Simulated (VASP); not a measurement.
Input of a VASP 6.6.1 run:

Contents of INCAR:

```
  PREC = Accurate
  ENCUT = 520
  EDIFF = 1E-6
  ISMEAR = 0
  SIGMA = 0.05
  LREAL = False
  LASPH = True
  NELM = 100
  ALGO = Normal
  ISIF = 2
  LWAVE = False
  LCHARG = False
  GGA = PS
  NBANDS = 26
```

Contents of KPOINTS:

```
Automatic mesh
0
Gamma
  8 8 6
```

The input POSCAR:

```
ZnSe
1.0
    4.1476469568      0.0000000000      0.0000000000
    0.0000000000      4.1476469568      0.0000000000
    0.0000000000      0.0000000000      5.6955264083
Zn Se
2 2
Direct
    0.0000000000      0.0000000000      0.0000000000
    0.5000000000      0.5000000000      0.0000000000
    0.0000000000      0.5000000000      0.2139048092
    0.5000000000      0.0000000000      0.7860951908
```

Potentials or basis: VASP PAW PBE potentials, release 64 (Zn, Se).

Command:

```sh
$ cat potpaw_PBE.64/Zn/POTCAR potpaw_PBE.64/Se/POTCAR > POTCAR
$ mpirun -np 1 vasp_std > vasp.out
```

(1) Predict the band gap on the k mesh.

(2) Estimate the largest force.

(3) What does it give for the pressure?

## Answers

(1) 0.98 eV, direct.

(2) 1.959 eV/Å.

(3) 6.3 GPa.

Caveat: the PAW data sets were made with another functional, which shifts forces and pressure a little.
